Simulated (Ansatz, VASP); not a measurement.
KCl: VASP beside Ansatz

```
K Cl
1.0
     0.00000   -3.18978   -3.18978
    -3.18978    0.00000   -3.18978
     3.18978    3.18978   -6.37957
K Cl
2 2
Cartesian
  -0.3867 0.1875 -0.0867
  0.3867 -0.4124 -6.2928
  0.0000 0.1240 -9.5694
  0.0000 0.1240 -3.1898
```

Change from the starting cell: mode 4 frozen in at -0.497 Å and mode 9 at -0.124 Å (largest displacements).

Alike in both runs: task single point; functional PBE; k mesh 6 × 6 × 6; occupations gaussian, width 0.05 eV; no spin polarisation.

```csv
,VASP,Ansatz
version,VASP 6.6.1,Ansatz 0.2.0
potentials or method,"VASP PAW PBE potentials, release 64 (K_sv, Cl), cutoff 520 eV","scalar-relativistic, plane waves, PAW"
valence electrons in the cell,32,32
```

|  | VASP | Ansatz | Ansatz less VASP |
| --- | --- | --- | --- |
| gap on the k mesh at the Fermi level (eV) | 5.05 | 5.05 | +0.001 |
| least direct gap on the mesh (eV) | 5.05 | 5.05 | +0.001 |
| pressure (GPa) | 2.0 | 2.0 | -0.05 |
| traceless stress, the component that is largest in VASP (GPa) | -2.03 | -2.00 | +0.037 |
| rms of the force components (eV/Å) | 0.494 | 0.485 | -0.0086 |

Atom by atom the forces differ by 0.009 eV/Å (rms over components).
